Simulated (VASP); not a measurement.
## Ti: single point with r2SCAN

The system is Ti.

```
CELL_PARAMETERS angstrom
0.00000 2.08075 2.03000
2.08075 0.00000 2.03000
2.08075 2.08075 0.00000
ATOMIC_POSITIONS crystal
Ti 0.00000 0.00000 0.00000
```

This cell differs from its parent crystal: strain +0.025 along x and y, +0.000 along z.

- Program: VASP 6.6.1
- Task: single point
- Functional: r2SCAN
- Potentials or basis: VASP PAW PBE potentials, release 64 (Ti_sv)
- Cutoff: 520 eV
- k mesh: 20 × 20 × 20
- Occupations: gaussian, width 0.15 eV
- Spin: no spin polarisation
- Dipole correction: no
- Further INCAR settings: ALGO = Normal; EDIFF = 1e-06; NBANDS = 12

```
Pressure               : -1.0 GPa
Band gap on the k mesh : zero (bands 6 and 7 overlap by 1.43 eV)
```

Stress tensor (GPa, compression positive):
```
-1.24  0.00  0.00
 0.00 -1.24  0.00
 0.00  0.00 -0.38
```

Levels at points of the mesh, in eV from the Fermi level:
```tsv
k point	band 3	band 4	band 5	band 6	band 7	band 8	band 9	band 10
(0.00, 0.00, 0.00)	-33.89	-33.88	-6.44	0.93	0.93	1.12	2.66	2.87
(0.50, 0.00, 0.00)	-33.98	-33.96	-2.68	0.42	0.82	1.04	3.73	3.83
(0.50, 0.50, 0.00)	-34.14	-34.14	-2.60	-1.79	3.09	3.83	4.01	4.01
(0.50, 0.00, 0.50)	-34.13	-34.09	-2.61	-1.71	2.59	3.84	3.93	4.07
```

Wall time 4.2 min on 1 thread of Intel(R) Xeon(R) Platinum 8488C (Sapphire Rapids), on a shared host, peak memory 0.26 GiB.

Caveat: the cell differs from its parent crystal (strain +0.025 along x and y, +0.000 along z); the PAW data sets were made with another functional, which shifts forces and pressure a little.
